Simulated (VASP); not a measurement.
Write the native input for VASP 6.6.1 that does the following.

- Task: single point
- Functional: PBE
- Potentials or basis: VASP PAW PBE potentials, release 64 (Al, O)
- Cutoff: 520 eV
- k mesh: 12 × 12 × 4
- Occupations: gaussian, width 0.02 eV
- Spin: no spin polarisation
- Dipole correction: no
- Further INCAR settings: ALGO = Normal; EDIFF = 1e-06; NBANDS = 20

The structure of Al2O3 lies in POSCAR:

```
Al2O3
1.0
    2.8883250932      0.0000000000      0.0000000000
   -1.4441625466      2.5013629051      0.0000000000
    0.0000000000      0.0000000000      7.5474296337
Al O
2 3
Direct
    0.3333333333      0.6666666667      0.1823745395
    0.6666666667      0.3333333333      0.8176254605
    0.0000000000      0.0000000000      0.0000000000
    0.3333333333      0.6666666667      0.7274424035
    0.6666666667      0.3333333333      0.2725575965
```

One way to write it, as run:

INCAR

```
PREC = Accurate ; ENCUT = 520
EDIFF = 1E-6 ; ISMEAR = 0
SIGMA = 0.02 ; LREAL = F
LASPH = T ; NELM = 80
ALGO = Normal ; ISIF = 2
LWAVE = F ; LCHARG = F
GGA = PE ; NBANDS = 20
```

KPOINTS

```
Automatic mesh
0
Gamma
  12 12 4
```

Potentials or basis: VASP PAW PBE potentials, release 64 (Al, O).

Command:

```bash
$ cat potpaw_PBE.64/Al/POTCAR potpaw_PBE.64/O/POTCAR > POTCAR
$ mpirun -np 1 vasp_std > vasp.out
```

It gave:

```json
{
  "Pressure": "0.0 GPa",
  "Largest force": "0.041 eV/Å",
  "Band gap on the k mesh": "4.73 eV (least direct gap 4.88 eV)"
}
```

Run time: 38 s on 1 thread of Intel(R) Xeon(R) Platinum 8559C (Emerald Rapids), on a shared host, peak memory 0.21 GiB.
